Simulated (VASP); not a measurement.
Write the native input for VASP 6.6.1 that does the following.

* Task: relaxation of the atoms
* Functional: PBEsol
* Potentials or basis: VASP PAW PBE potentials, release 64 (Sc_sv, Al)
* Cutoff: 520 eV
* k mesh: 6 × 6 × 6
* Occupations: fermi-dirac, width 0.05 eV
* Spin: no spin polarisation
* Dipole correction: no
* Further INCAR settings: ALGO = Normal; EDIFF = 1e-07; IBRION = 2; EDIFFG = -0.01; NSW = 60

The structure of ScAl3 lies in POSCAR:

```
ScAl3
1.0
    4.0878065700     -0.0408780657      0.0000000000
   -0.0408780657      4.0878065700      0.0000000000
    0.0000000000      0.0000000000      4.0878065700
Sc Al
1 3
Direct
    0.0000000000      0.0000000000      0.0000000000
    0.5000000000      0.5000000000      0.0000000000
    0.0000000000      0.5000000000      0.5000000000
    0.5000000000      0.0000000000      0.5000000000
```

One way to write it, as run:

INCAR

```
PREC = Accurate
ENCUT = 520
EDIFF = 1E-7
ISMEAR = -1
SIGMA = 0.05
LREAL = False
LASPH = True
NELM = 60
ALGO = Normal
ISIF = 2
LWAVE = False
LCHARG = False
GGA = PS
IBRION = 2
NSW = 60
EDIFFG = -0.01
```

KPOINTS

```
Automatic mesh
0
Gamma
  6 6 6
```

Potentials or basis: VASP PAW PBE potentials, release 64 (Sc_sv, Al).

The run is started by

```bash
$ cat potpaw_PBE.64/Sc_sv/POTCAR potpaw_PBE.64/Al/POTCAR > POTCAR
$ mpirun -np 1 vasp_std > vasp.out
```

It gave:

```yaml
Pressure_after_relaxing: -0.9 GPa
Band_gap_on_the_k_mesh: zero (bands 10 and 11 overlap by 3.75 eV)
```

Caveat: the relaxation stopped at its first step, so nothing moved; the PAW data sets were made with another functional, which shifts forces and pressure a little.

It took 29 s on 1 thread of Intel(R) Xeon(R) Platinum 8559C (Emerald Rapids), with other jobs on the host, peak memory 0.19 GiB.
